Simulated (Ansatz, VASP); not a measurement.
# As2Se in VASP and in Ansatz

```xyz
6
Lattice="6.6217 0.0000 0.0000 0.0000 6.6217 0.0000 0.0000 0.0000 3.4247" Properties=species:S:1:pos:R:3 pbc="T T T"
As    1.8713    1.8713    0.0000
As    1.4396    5.1821    1.7124
As    4.7504    4.7504    0.0000
As    5.1821    1.4396    1.7124
Se    0.0000    0.0000    0.0000
Se    3.3108    3.3108    1.7124
```

Alike in both runs: task relaxation of cell and atoms; functional PBE; k mesh 6 × 6 × 12; occupations gaussian, width 0.1 eV; no spin polarisation.

|  | VASP | Ansatz |
| --- | --- | --- |
| version | VASP 6.6.1 | Ansatz 0.2.0 |
| potentials or method | VASP PAW PBE potentials, release 64 (As, Se), cutoff 500 eV | scalar-relativistic, plane waves, PAW |
| valence electrons in the cell | 32 | 92 |

Ansatz gave:

```
gap on the k mesh at the Fermi level, each at its own relaxed structure (eV) : none
relaxed volume (Å³/atom)                                                     : 24.94
relaxed cell length with the largest relative difference (Å)                 : 3.330
```

Q: Estimate VASP's values.

A: gap on the k mesh at the Fermi level, each at its own relaxed structure (eV): none; relaxed volume (Å³/atom): 24.95; relaxed cell length with the largest relative difference (Å): 3.332.

A gap of «none» marks a metal or a gap that the smearing closes. VASP's potentials hold 32 valence electrons a cell and Ansatz's 92, so a difference there can come from the potentials and not from the codes.
